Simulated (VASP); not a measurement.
Input of a VASP 6.6.1 run:

Contents of INCAR:

```
SYSTEM = SrVO3
PREC = Accurate ; ENCUT = 520
EDIFF = 1E-6 ; ISMEAR = 0
SIGMA = 0.05 ; LREAL = .False.
LASPH = .True. ; NELM = 150
ALGO = Normal ; ISIF = 2
LWAVE = .False. ; LCHARG = .False.
ISPIN = 2 ; MAGMOM = 0 1 0 0 0
LORBIT = 11 ; LMAXMIX = 4
GGA = PE ; NBANDS = 32
```

KPOINTS

```
regular mesh
0
Gamma
  6 6 6
  0 0 0
```

Contents of POSCAR:

```
SrVO3
1.0
    3.8536605589      0.0000000000      0.0000000000
    0.0000000000      3.8536605589      0.0000000000
    0.0000000000      0.0000000000      3.8536605589
Sr V O
1 1 3
Direct
    0.5000000000      0.5000000000      0.5000000000
    0.0000000000      0.0000000000      0.0000000000
    0.5000000000      0.0000000000      0.0000000000
    0.0000000000      0.5000000000      0.0000000000
    0.0000000000      0.0000000000      0.5000000000
```

Potentials or basis: VASP PAW PBE potentials, release 64 (Sr_sv, V_sv, O).

Launch:

```sh
$ cat potpaw_PBE.64/Sr_sv/POTCAR potpaw_PBE.64/V_sv/POTCAR potpaw_PBE.64/O/POTCAR > POTCAR
$ mpirun -np 1 vasp_std > vasp.out
```

(1) Predict the net moment.

(2) Predict the pressure.

Results:

(1) 0.50 μB per cell.

(2) 1.8 GPa.
